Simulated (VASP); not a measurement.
# CsMo4Pb (F-43m) in VASP: further runs

The runs below take CsMo4Pb through single point, relaxation of cell and atoms, with PBE.

Everything below comes from runs of VASP 6.6.1. Logs are shortened: lines on timing, memory, paths and dates and some standing lists are left out, and cuts for length are marked.

**1. The cell of the first run**

It takes space group F-43m (No. 216, cubic). Conventional cell: a = 7.919 Å, b = 7.919 Å, c = 7.919 Å, α = 90.00°, β = 90.00°, γ = 90.00°. Cs (site symmetry -43m) has 12 Mo at 3.27 Å and 4 Pb at 3.43 Å within 4.3 Å. Within 3.6 Å of Mo (site symmetry 3m) lie 6 Mo at 2.71 to 2.89 Å and 3 Cs at 3.27 Å and 3 Pb at 3.29 Å. Pb (site symmetry -43m) has 12 Mo at 3.29 Å and 4 Cs at 3.43 Å within 4.3 Å.

**2. Single point, PBE**

Contents of INCAR:

```
SYSTEM = CsMo4Pb
ALGO = Fast
EDIFF = 1E-6
ENCUT = 520
GGA = PE
ISIF = 2
ISMEAR = 0
LASPH = .TRUE.
LCHARG = .TRUE.
LELF = .TRUE.
LREAL = .FALSE.
LVHAR = .TRUE.
LWAVE = .FALSE.
NBANDS = 48
NELM = 100
PREC = Accurate
SIGMA = 0.1
```

Contents of KPOINTS:

```
k-points
0
G
  8 8 8
  0 0 0
```

Contents of POSCAR:

```
CsMo4Pb
1.0
    0.0000000000      3.9592602066      3.9592602066
    3.9592602066      0.0000000000      3.9592602066
    3.9592602066      3.9592602066      0.0000000000
Cs Mo Pb
1 4 1
Direct
    0.0000000000      0.0000000000      0.0000000000
    0.3710836448      0.8867490656      0.3710836448
    0.3710836448      0.3710836448      0.8867490656
    0.3710836448      0.3710836448      0.3710836448
    0.8867490656      0.3710836448      0.3710836448
    0.7500000000      0.7500000000      0.7500000000
```

Potentials or basis: VASP PAW PBE potentials, release 64 (Cs_sv, Mo_sv, Pb_d).

Launch:

```bash
$ cat potpaw_PBE.64/Cs_sv/POTCAR potpaw_PBE.64/Mo_sv/POTCAR potpaw_PBE.64/Pb_d/POTCAR > POTCAR
$ mpirun -np 1 vasp_std > vasp.out
```

OUTCAR:

```text
SYSTEM = CsMo4Pb
   EDIFF = 1E-6
   ENCUT = 520
   GGA = PE
   ISIF = 2
   ISMEAR = 0
   LASPH = .TRUE.
   LREAL = .FALSE.
   NELM = 100
   PREC = Accurate

 ion  position               nearest neighbor table
   1  0.000  0.000  0.000-   2 3.27   5 3.27   5 3.27   2 3.27   3 3.27   3 3.27   4 3.27   4 3.27
                             4 3.27   3 3.27   5 3.27   2 3.27   6 3.43   6 3.43   6 3.43   6 3.43
   2  0.371  0.887  0.371-   3 2.71   4 2.71   5 2.71   5 2.89   3 2.89   4 2.89   1 3.27   1 3.27
                             1 3.27   6 3.29   6 3.29   6 3.29
   3  0.371  0.371  0.887-   2 2.71   4 2.71   5 2.71   2 2.89   5 2.89   4 2.89   1 3.27   1 3.27
                             1 3.27   6 3.29   6 3.29   6 3.29
   4  0.371  0.371  0.371-   2 2.71   3 2.71   5 2.71   5 2.89   2 2.89   3 2.89   1 3.27   1 3.27
                             1 3.27   6 3.29   6 3.29   6 3.29
   5  0.887  0.371  0.371-   2 2.71   3 2.71   4 2.71   2 2.89   3 2.89   4 2.89   1 3.27   1 3.27
                             1 3.27   6 3.29   6 3.29   6 3.29
   6  0.750  0.750  0.750-   2 3.29   3 3.29   5 3.29   4 3.29   4 3.29   4 3.29   2 3.29   2 3.29
                             5 3.29   3 3.29   3 3.29   5 3.29   1 3.43   1 3.43   1 3.43   1 3.43

  LATTYP: Found a face centered cubic cell.
 ALAT       =     7.9185204132

  Lattice vectors:

 A1 = (   0.0000000000,   3.9592602066,   3.9592602066)
 A2 = (   3.9592602066,   0.0000000000,   3.9592602066)
 A3 = (   3.9592602066,   3.9592602066,   0.0000000000)

Analysis of symmetry for initial positions (statically):
=====================================================================
 Subroutine PRICEL returns:
 Original cell was already a primitive cell.

 Routine SETGRP: Setting up the symmetry group for a
 face centered cubic supercell.

 Subroutine GETGRP returns: Found 24 space group operations
 (whereof 24 operations were pure point group operations)
 out of a pool of 48 trial point group operations.

The static configuration has the point symmetry T_d .

Analysis of symmetry for dynamics (positions and initial velocities):
=====================================================================
 Subroutine PRICEL returns:
 Original cell was already a primitive cell.

 Routine SETGRP: Setting up the symmetry group for a
 face centered cubic supercell.

 Subroutine GETGRP returns: Found 24 space group operations
 (whereof 24 operations were pure point group operations)
 out of a pool of 48 trial point group operations.

The dynamic configuration has the point symmetry T_d .

 Subroutine INISYM returns: Found 24 space group operations
 (whereof 24 operations are pure point group operations),
 and found     1 'primitive' translations

----------------------------------------------------------------------------------------

                                     Primitive cell

  volume of cell :     124.1287

  direct lattice vectors                    reciprocal lattice vectors
     0.000000000  3.959260207  3.959260207    -0.126286219  0.126286219  0.126286219
     3.959260207  0.000000000  3.959260207     0.126286219 -0.126286219  0.126286219
     3.959260207  3.959260207  0.000000000     0.126286219  0.126286219 -0.126286219

  length of vectors
     5.599239481  5.599239481  5.599239481     0.218734147  0.218734147  0.218734147

  position of ions in fractional coordinates (direct lattice)
     0.000000000  0.000000000  0.000000000
     0.371083645  0.886749066  0.371083645
     0.371083645  0.371083645  0.886749066
     0.371083645  0.371083645  0.371083645
     0.886749066  0.371083645  0.371083645
     0.750000000  0.750000000  0.750000000

  ion indices of the primitive-cell ions
   primitive index   ion index
                 1           1
                 2           2
                 3           3
                 4           4
                 5           5
                 6           6

----------------------------------------------------------------------------------------

 KPOINTS: k-points

Automatic generation of k-mesh.
 Grid dimensions read from file:
 generate k-points for:    8    8    8

 Generating k-lattice:

  Cartesian coordinates                     Fractional coordinates (reciprocal lattice)
    -0.015785777  0.015785777  0.015785777     0.125000000  0.000000000  0.000000000
     0.015785777 -0.015785777  0.015785777     0.000000000  0.125000000  0.000000000
     0.015785777  0.015785777 -0.015785777     0.000000000  0.000000000  0.125000000

  Length of vectors
     0.027341768  0.027341768  0.027341768

  Shift w.r.t. Gamma in fractional coordinates (k-lattice)
     0.000000000  0.000000000  0.000000000

 Subroutine IBZKPT returns following result:
 ===========================================

 Found     29 irreducible k-points:

 Following reciprocal coordinates:
            Coordinates               Weight
  0.000000  0.000000  0.000000      1.000000
  0.125000  0.000000  0.000000      8.000000
  0.250000  0.000000  0.000000      8.000000
  0.375000  0.000000  0.000000      8.000000
  0.500000  0.000000  0.000000      4.000000
  0.125000  0.125000  0.000000      6.000000
[... 16 lines left out ...]
  0.500000  0.250000  0.125000     48.000000
 -0.375000  0.250000  0.125000     24.000000
 [... further k-points ...]
   k-points           NKPTS =     29   k-points in BZ     NKDIM =     29   number of bands    NBANDS=     48
   number of dos      NEDOS =    301   number of ions     NIONS =      6
   total plane-waves  NPLWV =  74088
   dimension x,y,z NGX =    42 NGY =   42 NGZ =   42
   dimension x,y,z NGXF=    84 NGYF=   84 NGZF=   84
   ions per type =               1   4   1
   NGX,Y,Z   is equivalent  to a cutoff of  12.47, 12.47, 12.47 a.u.
   NGXF,Y,Z  is equivalent  to a cutoff of  24.94, 24.94, 24.94 a.u.
 SYSTEM =  CsMo4Pb
   PREC   = accura    normal or accurate (medium, high low for compatibility)
   ISTART =      0    job   : 0-new  1-cont  2-samecut
   ICHARG =      2    charge: 1-file 2-atom 10-const
   ISPIN  =      1    spin polarized calculation?
   LNONCOLLINEAR =      F non collinear calculations
   LSORBIT =      F    spin-orbit coupling
   LASPH  =      T    aspherical Exc in radial PAW
   ENCUT  =  520.0 eV  38.22 Ry    6.18 a.u.  10.41 10.41 10.41*2*pi/ulx,y,z
   NELM   =    100;   NELMIN=  2; NELMDL= -5     # of ELM steps
   EDIFF  = 0.1E-05   stopping-criterion for ELM
   LREAL  =      F    real-space projection
   EDIFFG = 0.1E-04   stopping-criterion for IOM
   NSW    =      0    number of steps for IOM
   IBRION =     -1    ionic relax: 0-MD 1-quasi-New 2-CG
   NFREE  =      0    steps in history (QN), initial steepest desc. (CG)
   ISIF   =      2    stress and relaxation
   ISYM   =      2    0-nonsym 1-usesym 2-fastsym
   POTIM  = 0.5000    time-step for ionic-motion
   TEBEG  =    0.0;   TEEND  =   0.0 temperature during run
   PSTRESS=    0.0 pullay stress
   NELECT =      79.0000    total number of electrons
   NUPDOWN=      -1.0000    fix difference up-down
   EMIN   =  10.00;   EMAX   =-10.00  energy-range for DOS
   EFERMI =   0.00;   METHOD = LEGACY
   ISMEAR =     0;   SIGMA  =   0.10  broadening in eV -4-tet -1-fermi 0-gaus
   EFERMI_NEDOS =   21; number of points for ismear=-14 and -15
   IALGO  =     68    algorithm
   IMIX   =      4    mixing-type and parameters
     AMIX     =   0.40;   BMIX     =  1.00
     AMIX_MAG =   1.60;   BMIX_MAG =  1.00
  volume/ion in A,a.u.               =      20.69       139.61
  Fermi-wavevector in a.u.,A,eV,Ry     =   1.408185  2.661084 26.980162  1.982986
  Thomas-Fermi vector in A             =   2.530369
   LORBIT       =      0    0 simple, 1 ext, 2 COOP (PROOUT), +10 PAW based schemes
   GGA     = PE    functional components
   LHFCALC =     F    Hartree Fock is set to
   AEXX    =    0.0000 exact exchange contribution
   IVDW    =     0    specifies the selected vdW correction
   LEPSILON=     F    determine dielectric tensor
   LRPA    =     F    only Hartree local field effects (RPA)
 non-spin polarized calculation
 RMM-DIIS sequential band-by-band and
 Gauss-broadening in eV      SIGMA  =   0.10
  energy-cutoff  :      520.00
  volume of cell :      124.13
 maximum number of plane-waves:      3383
 NGX is ok and might be reduce to    42
   NGX = 21   NGY = 21   NGZ = 21

 number of electron      79.0000005 magnetization

 Free energy of the ion-electron system (eV)
  ---------------------------------------------------
  ext. energy  EPLUGINS =         0.00000000
  ---------------------------------------------------
  free energy    TOTEN  =       -40.17447807 eV

  energy without entropy =      -40.13398476  energy(sigma->0) =      -40.15423141

 E-fermi :   9.2239     XC(G=0): -11.8946

 val. band max:        9.2144789804   @ k =   0.2500   0.2500   0.0000
 cond. band min:       9.2278726884   @ k =  -0.3750   0.2500   0.1250
 fundamental gap:      0.0133937080
 Fermi energy:         9.2239308830

 k-point     1 :       0.0000    0.0000    0.0000
  band No.  band energies     occupation
      1     -51.7348      2.00000
      2     -51.5552      2.00000
      3     -51.5552      2.00000
      4     -51.5552      2.00000
      5     -26.4955      2.00000
      6     -26.0397      2.00000
[... 40 lines left out ...]
     47      10.7848      0.00000
     48      11.4442      0.00000

 k-point     2 :       0.1250    0.0000    0.0000
  band No.  band energies     occupation
      1     -51.7305      2.00000
      2     -51.5597      2.00000
      3     -51.5552      2.00000
      4     -51.5552      2.00000
      5     -26.4692      2.00000
      6     -26.0319      2.00000
[... 40 lines left out ...]
     47      10.7852      0.00000
     48      11.9575      0.00000

 k-point     3 :       0.2500    0.0000    0.0000
  band No.  band energies     occupation
      1     -51.7189      2.00000
      2     -51.5717      2.00000
      3     -51.5552      2.00000
      4     -51.5552      2.00000
      5     -26.4030      2.00000
      6     -26.0028      2.00000
[... 1060 lines left out ...]
     47      10.9236      0.00000
     48      11.6391      0.00000

 k-point    24 :      -0.3750    0.2500    0.1250
  band No.  band energies     occupation
      1     -51.6891      2.00000
      2     -51.6021      2.00000
      3     -51.5553      2.00000
      4     -51.5553      2.00000
      5     -26.2414      2.00000
      6     -25.9736      2.00000
[... 40 lines left out ...]
     47      10.8374      0.00000
     48      11.3865      0.00000

 [... further k-points ...]

------------------------ aborting loop because EDIFF is reached ----------------------------------------

  FORCE on cell =-STRESS in cart. coord.  units (eV):
  Direction    XX          YY          ZZ          XY          YZ          ZX
  --------------------------------------------------------------------------------------
  -------------------------------------------------------------------------------------
  Total        0.3848123      0.3848123      0.3848123     -0.0000000      0.0000000     -0.0000000
  in kB        4.9669231      4.9669231      4.9669231     -0.0000000      0.0000000     -0.0000000
  external PRESSURE =       4.9669231 kB  Pullay stress =       0.0000000 kB

 VOLUME and BASIS-vectors are now :
 -----------------------------------------------------------------------------
  energy-cutoff  :      520.00
  volume of cell :      124.13
      direct lattice vectors                 reciprocal lattice vectors
     0.000000000  3.959260207  3.959260207    -0.126286219  0.126286219  0.126286219
     3.959260207  0.000000000  3.959260207     0.126286219 -0.126286219  0.126286219
     3.959260207  3.959260207  0.000000000     0.126286219  0.126286219 -0.126286219

 POSITION                                       TOTAL-FORCE (eV/Angst)
 -----------------------------------------------------------------------------------
      0.00000      0.00000      0.00000        -0.000000     -0.000000     -0.000000
      4.98009      2.93843      4.98009        -0.009789      0.009789     -0.009789
      4.98009      4.98009      2.93843        -0.009789     -0.009789      0.009789
      2.93843      2.93843      2.93843         0.009789      0.009789      0.009789
      2.93843      4.98009      4.98009         0.009789     -0.009789     -0.009789
      5.93889      5.93889      5.93889         0.000000     -0.000000     -0.000000
 -----------------------------------------------------------------------------------
    total drift:                               -0.000000     -0.000000     -0.000001

  FREE ENERGIE OF THE ION-ELECTRON SYSTEM (eV)
  ---------------------------------------------------
  free  energy   TOTEN  =       -40.1744780667 eV

  energy  without entropy=      -40.1339847617  energy(sigma->0) =      -40.15423141
```

Run time: 3.1 min. Hardware: 1 thread of AMD EPYC 9R45 (Zen 5), shared host; peak memory 0.31 GiB.

Results:

* Free energy: -40.1745 eV
* Pressure: 0.5 GPa
* Largest force: 0.017 eV/Å
* Band gap on the k mesh: zero (an odd number of electrons rules out a gap without spin polarisation)

Forces on the atoms (eV/Å):
```
Cs   0.000  0.000  0.000
Mo  -0.010  0.010 -0.010
Mo  -0.010 -0.010  0.010
Mo   0.010  0.010  0.010
Mo   0.010 -0.010 -0.010
Pb   0.000  0.000  0.000
```

Caveat: spin-orbit coupling is left out, which moves the levels of the heavy elements.

**3. Relaxation of cell and atoms, PBE**

This run uses another cell than the first one, of 21.28 Å³/atom.

Contents of INCAR:

```
ALGO = Fast ; EDIFF = 1E-7
EDIFFG = -0.01 ; ENCUT = 600
GGA = PE ; IBRION = 2
ISIF = 3 ; ISMEAR = 0
LASPH = T ; LCHARG = F
LREAL = F ; LWAVE = F
NELM = 80 ; NSW = 100
PREC = Accurate ; SIGMA = 0.1
```

Contents of KPOINTS:

```
k-points
0
Gamma
  8 8 8
```

Contents of POSCAR:

```
CsMo4Pb
1.0
    0.0000000000      3.9968064574      3.9968064574
    3.9968064574      0.0000000000      3.9968064574
    3.9968064574      3.9968064574      0.0000000000
Cs Mo Pb
1 4 1
Direct
    0.0000000000      0.0000000000      0.0000000000
    0.3750000000      0.8750000000      0.3750000000
    0.3750000000      0.3750000000      0.8750000000
    0.3750000000      0.3750000000      0.3750000000
    0.8750000000      0.3750000000      0.3750000000
    0.7500000000      0.7500000000      0.7500000000
```

Potentials or basis: VASP PAW PBE potentials, release 64 (Cs_sv, Mo_sv, Pb_d).

Launch:

```bash
$ cat potpaw_PBE.64/Cs_sv/POTCAR potpaw_PBE.64/Mo_sv/POTCAR potpaw_PBE.64/Pb_d/POTCAR > POTCAR
$ mpirun -np 1 vasp_std > vasp.out
```

It took 28 min on 1 thread of AMD EPYC 9R45 (Zen 5), shared host; peak memory 0.43 GiB.

Results (log left out):

```
Free energy                           : -40.1768 eV
Relaxed volume                        : 20.78 Å³/atom
Relaxed cell                          : a = 5.607 Å, b = 5.607 Å, c = 5.607 Å, α = 60.00°, β = 60.00°, γ = 60.00°
Space group after relaxing (to 0.1 Å) : F-43m (No. 216)
Energy gained by relaxing             : 11.3 meV/atom
Ionic steps                           : 8
Pressure after relaxing               : 0.0 GPa
Band gap on the k mesh                : zero (an odd number of electrons rules out a gap without spin polarisation)
```

Step by step:
| step | energy change (eV) | largest force (eV/Å) | pressure (GPa) | volume (Å³) |
| --- | --- | --- | --- | --- |
| 1 | 0.0000 | 0.2465 | -2.93 | 127.69 |
| 2 | -0.0129 | 0.2254 | 3.19 | 120.64 |
| 3 | -0.0405 | 0.2539 | 0.26 | 123.75 |
| 4 | -0.0516 | 0.2038 | 0.30 | 123.74 |
| 5 | -0.0653 | 0.0093 | 0.73 | 123.70 |
| 6 | -0.0632 | 0.0404 | -1.08 | 126.00 |
| 7 | -0.0675 | 0.0202 | -0.04 | 124.65 |
| 8 | -0.0676 | 0.0088 | -0.02 | 124.67 |

Final structure:
```
Cs Mo Pb
1.0
     0.00000    3.96497    3.96497
     3.96497    0.00000    3.96497
     3.96497    3.96497    0.00000
Cs Mo Pb
1 4 1
Cartesian
  0.0000 0.0000 0.0000
  4.9868 2.9432 4.9868
  4.9868 4.9868 2.9432
  2.9432 2.9432 2.9432
  2.9432 4.9868 4.9868
  5.9475 5.9475 5.9475
```

Levels at points of the mesh, in eV from the Fermi level:
| k point | band 38 | band 39 | band 40 | band 41 | band 42 | band 43 |
| --- | --- | --- | --- | --- | --- | --- |
| (0.00, 0.00, 0.00) | 0.79 | 0.79 | 1.12 | 1.12 | 1.12 | 1.36 |
| (0.50, 0.00, 0.00) | -0.87 | -0.83 | -0.13 | -0.13 | 0.79 | 0.95 |
| (0.50, 0.50, 0.00) | -0.79 | -0.65 | -0.65 | -0.28 | 0.27 | 0.27 |

Caveat: spin-orbit coupling is left out, which moves the levels of the heavy elements.
